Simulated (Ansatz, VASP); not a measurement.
# Ti12B24F in VASP and in Ansatz

```
CELL_PARAMETERS angstrom
6.06350 0.00000 0.00000
-4.54763 7.87672 0.00000
0.00000 0.00000 6.44836
ATOMIC_POSITIONS crystal
Ti 0.97950 0.97546 0.99341
Ti 0.99517 0.99457 0.49738
Ti 0.98626 0.34470 0.98798
Ti 0.99659 0.33535 0.49475
Ti 0.00123 0.66771 0.99753
Ti 0.00129 0.66769 0.49753
Ti 0.50056 0.00159 0.99999
Ti 0.49718 0.99693 0.50155
Ti 0.53122 0.34655 0.98938
Ti 0.50463 0.33611 0.49536
Ti 0.49406 0.66262 0.99835
Ti 0.49714 0.66681 0.49869
B 0.16408 0.22020 0.29008
B 0.33764 0.10553 0.27177
B 0.16467 0.22205 0.71147
B 0.33170 0.11081 0.74474
B 0.16624 0.55659 0.24993
B 0.33889 0.45293 0.26828
B 0.16702 0.55707 0.74496
B 0.33187 0.44393 0.74328
B 0.16605 0.88780 0.25018
B 0.33115 0.77681 0.24903
B 0.16552 0.88797 0.74810
B 0.33192 0.77744 0.74922
B 0.66480 0.22127 0.25083
B 0.81840 0.10507 0.27017
B 0.66551 0.22196 0.74423
B 0.83201 0.11048 0.74469
B 0.66651 0.55633 0.25076
B 0.83336 0.44542 0.24684
B 0.66574 0.55619 0.74409
B 0.83436 0.44683 0.74071
B 0.66256 0.88690 0.24962
B 0.83199 0.77660 0.24838
B 0.66350 0.88736 0.74839
B 0.83104 0.77578 0.74471
F 0.16523 0.21958 0.04823
```

Alike in both runs: task single point; functional PBEsol; k mesh 3 × 2 × 2; occupations methfessel-paxton of order 1, width 0.1 eV; no spin polarisation.

|  | VASP | Ansatz |
| --- | --- | --- |
| version | VASP 6.6.1 | Ansatz 0.2.0 |
| potentials or method | VASP PAW PBE potentials, release 64 (Ti_sv, B, F), cutoff 520 eV | plane-wave PAW DFT |
| valence electrons in the cell | 223 | 223 |

VASP gave:

| Quantity | Value |
| --- | --- |
| rms of the force components (eV/Å) | 0.016 |

Problem. Which values does Ansatz return?

Solution. rms of the force components (eV/Å): 0.022.

VASP's potentials were made for PBE, not for PBEsol, and Ansatz warns of the same on its side. With one functional, cell and mesh, what is left measures potentials, basis and numerics.

The k mesh is coarse, so the values compare programs but aren't converged.
